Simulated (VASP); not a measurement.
# Si16HC16 (a cell with a defect) in VASP: notebook, part 3 of 3

VASP 6.6.1.

### Step 5. Single point, PBE

INCAR

```
PREC = Accurate ; ENCUT = 520
EDIFF = 1E-6 ; ISMEAR = -1
SIGMA = 0.01 ; LREAL = Auto
LASPH = T ; NELM = 120
ALGO = Normal ; ISIF = 2
LWAVE = F ; LCHARG = F
GGA = PE ; NBANDS = 86
NELECT = 130.0 ; GGA_COMPAT = F
```

KPOINTS

```
Automatic mesh
0
Gamma
  1 1 1
```

POSCAR

```
Si16HC16
1.0
   -4.3797050000      4.3797050000     -4.3797050000
    4.3797050000      4.3797050000      4.3797050000
    4.3797050000     -4.3797050000     -4.3797050000
Si C H
16 16 1
Direct
   -0.0002004701     -0.0015578675      0.7478978607
   -0.0001937345      0.2506576356      0.4935110926
   -0.0001761534      0.4950115362      0.2491464608
   -0.0001830032      0.7494123463     -0.0030569410
    0.2520003060      0.0016050168      0.5013336515
    0.2441901909      0.2506493017      0.2491521689
    0.2520005343      0.5028384332      0.0001070848
    0.2488612818      0.7518886546      0.7503915218
    0.4985706800     -0.0015632331      0.2491514839
    0.4985554963      0.2506370863     -0.0030528312
    0.5010561214      0.4996875360      0.7504014540
    0.5010667385      0.7518971027      0.4982063860
    0.7554451727      0.0062875239      0.0047792032
    0.7476125675      0.2506539824      0.7479067654
    0.7507561582      0.5028358074      0.5013390171
    0.7476250113      0.7494040124      0.2491374419
   -0.0001852865     -0.0040845217     -0.0056103094
   -0.0001939628      0.2506482743      0.7486771369
   -0.0001965886      0.5054225113      0.5039032309
   -0.0001669062      0.7501763247      0.2491373277
    0.2497857732      0.0006362301      0.7491254548
    0.2545642914      0.2506673395      0.5039201270
    0.2545865532      0.5054123508      0.2491549088
    0.2498145423      0.7506433652     -0.0008517697
    0.4998128869      0.0006506146      0.4991595324
    0.4993113691      0.2506149387      0.2491512556
    0.4998038681      0.5006348601     -0.0008437783
    0.5003025318      0.7511317543      0.7496429554
    0.7450564593     -0.0041120349      0.2491389260
    0.7450534910      0.2506720201     -0.0055999205
    0.7498041535      0.5006437648      0.7491394968
    0.7498240178      0.7506564940      0.4991377273
   -0.0001729569      0.2506919987      0.2491815088
```

Command:

```
cat potpaw_PBE.64/Si/POTCAR potpaw_PBE.64/C/POTCAR potpaw_PBE.64/H/POTCAR > POTCAR
mpirun -np 1 vasp_gam > vasp.out
```

Wall time 71 s (1 thread of Intel Xeon Platinum 8375C at 2.90GHz (Ice Lake), shared host); peak memory 0.38 GiB.

Results (log left out):

```
Free energy   : -230.6824 eV
Largest force : 0.015 eV/Å
```

Forces on the atoms (eV/Å):
```
Si   0.004 -0.004 -0.006
Si   0.000 -0.004 -0.004
Si   0.004 -0.001 -0.001
Si   0.003 -0.002 -0.002
Si   0.004 -0.001 -0.004
Si   0.002 -0.003 -0.003
Si   0.001 -0.008 -0.007
Si  -0.004 -0.006 -0.003
Si  -0.003 -0.002 -0.005
Si  -0.003 -0.001 -0.007
Si  -0.003 -0.004 -0.003
Si  -0.004 -0.006 -0.001
Si   0.001 -0.004 -0.001
Si   0.003 -0.006 -0.009
Si  -0.004 -0.002 -0.005
Si   0.004 -0.002 -0.003
C    0.012 -0.002 -0.001
C   -0.002  0.004  0.006
C   -0.014 -0.001 -0.001
C   -0.002  0.003  0.007
C    0.000  0.007  0.004
C   -0.002  0.002  0.014
C    0.001 -0.015 -0.004
C    0.000  0.008  0.009
C    0.000  0.007  0.008
C    0.001  0.007  0.011
C    0.001  0.009  0.009
C    0.001  0.007  0.006
C    0.001  0.015 -0.002
C   -0.001 -0.005 -0.014
C    0.001  0.008  0.007
C    0.000  0.004  0.008
H   -0.001 -0.003 -0.003
```

Levels at points of the mesh, in eV from the Fermi level:
```
           k point  band 62  band 63  band 64  band 65  band 66  band 67  band 68  band 69
(0.00, 0.00, 0.00)    -1.21    -0.30    -0.30    -0.30     1.04     1.04     2.98     3.86
```

Caveat: the k points lie up to 1.01 Å⁻¹ apart; the cell carries a net charge on a neutralising background, which shifts energy and pressure; the cell is charged against a uniform background, so pressure and absolute levels hang on convention.

### Step 6. Single point, PBE

INCAR

```
PREC = Accurate
ENCUT = 520
EDIFF = 1E-6
ISMEAR = -1
SIGMA = 0.01
LREAL = Auto
LASPH = T
NELM = 120
ALGO = Normal
ISIF = 2
LWAVE = F
LCHARG = F
GGA = PE
NBANDS = 86
NELECT = 128.0
GGA_COMPAT = F
```

KPOINTS is that of step 5.

POSCAR

```
Si16HC16
1.0
   -4.3797050000      4.3797050000     -4.3797050000
    4.3797050000      4.3797050000      4.3797050000
    4.3797050000     -4.3797050000     -4.3797050000
Si C H
16 16 1
Direct
    0.0004401881     -0.0033717706      0.7480923516
    0.0004502879      0.2449842433      0.4987258646
    0.0004537284      0.4981507060      0.2448263513
    0.0004561024      0.7379892192      0.0003193799
    0.2499978997     -0.0001060841      0.5018811595
    0.2526349609      0.2488344175      0.2524714889
    0.2446779174      0.4981273578      0.0003402342
    0.2525687082      0.7504243428      0.7508668856
    0.5020773466     -0.0000576006      0.2498812043
    0.4988414216      0.2449549764      0.0002975669
    0.4988152875      0.4982989477      0.7482332460
    0.5020483019      0.7465621498      0.5018857743
    0.7482589999     -0.0033620172      0.0002653047
    0.7563638900      0.2540400542      0.7562314854
    0.7483472539      0.4983060815      0.4987220825
    0.7509731525      0.7503975010      0.2523765949
    0.0004566012      0.0029515483      0.0003128710
    0.0004737809      0.2478684208      0.7458039004
    0.0004707675      0.5032906325      0.4996005459
    0.0004885255      0.7585016097      0.2558901662
    0.2503247822      0.0025874033      0.7502110234
    0.2505120833      0.2526745039      0.5002805546
    0.2548821923      0.5024559832      0.2548455550
    0.2560620080      0.7585950237      0.0004087831
    0.5014314103      0.0042519901      0.5013153836
    0.5004257083      0.2527080173      0.2504035160
    0.4995584983      0.5033001510      0.0003712867
    0.5004882818      0.7527304421      0.7504250573
    0.7503817318      0.0026228017      0.2502039297
    0.7459899039      0.2479713533      0.0004209598
    0.7448070510      0.5029923439      0.7447234729
    0.7505754598      0.7527129528      0.5003515972
    0.0003613959      0.5015050774      0.0001411042
```

Potentials or basis: VASP PAW PBE potentials, release 64 (Si, C, H).

Command:

```
cat potpaw_PBE.64/Si/POTCAR potpaw_PBE.64/C/POTCAR potpaw_PBE.64/H/POTCAR > POTCAR
mpirun -np 1 vasp_gam > vasp.out
```

It took 75 s on 1 thread of Intel Xeon Platinum 8375C at 2.90GHz (Ice Lake), shared host; peak memory 0.39 GiB.

It converged, with:

```
Free energy   : -246.8447 eV
Largest force : 0.028 eV/Å
```

Forces in eV/Å, atoms in the order of the input:
```
Si   0.002  0.000 -0.004
Si   0.005  0.003  0.002
Si   0.003  0.005  0.004
Si  -0.014 -0.018 -0.016
Si   0.007  0.007  0.005
Si   0.006 -0.002 -0.002
Si  -0.005  0.015 -0.005
Si   0.011  0.001  0.007
Si   0.009  0.002  0.004
Si   0.007  0.007  0.005
Si   0.009  0.006  0.001
Si   0.010  0.007  0.003
Si   0.006 -0.001 -0.006
Si  -0.009 -0.011  0.016
Si   0.011  0.006  0.001
Si   0.007  0.005  0.008
C    0.002  0.005  0.007
C    0.021  0.002 -0.003
C   -0.008 -0.014 -0.014
C    0.003  0.001  0.007
C   -0.006 -0.006 -0.005
C   -0.009 -0.004 -0.002
C   -0.007 -0.002  0.007
C   -0.002  0.002  0.007
C   -0.016 -0.011  0.000
C   -0.008 -0.009 -0.001
C   -0.019 -0.006 -0.012
C   -0.008 -0.008 -0.003
C   -0.009 -0.005 -0.002
C   -0.003  0.018 -0.005
C    0.002  0.006 -0.004
C   -0.009 -0.007 -0.002
H    0.010  0.005  0.000
```

Levels at points of the mesh, in eV from the Fermi level:
```tsv
k point	band 62	band 63	band 64	band 65	band 66	band 67
(0.00, 0.00, 0.00)	-0.89	-0.12	-0.12	0.12	1.47	1.47
```

Caveat: the k points lie up to 1.01 Å⁻¹ apart; the cell carries a net charge on a neutralising background, which shifts energy and pressure; the cell is charged against a uniform background, so pressure and absolute levels hang on convention.
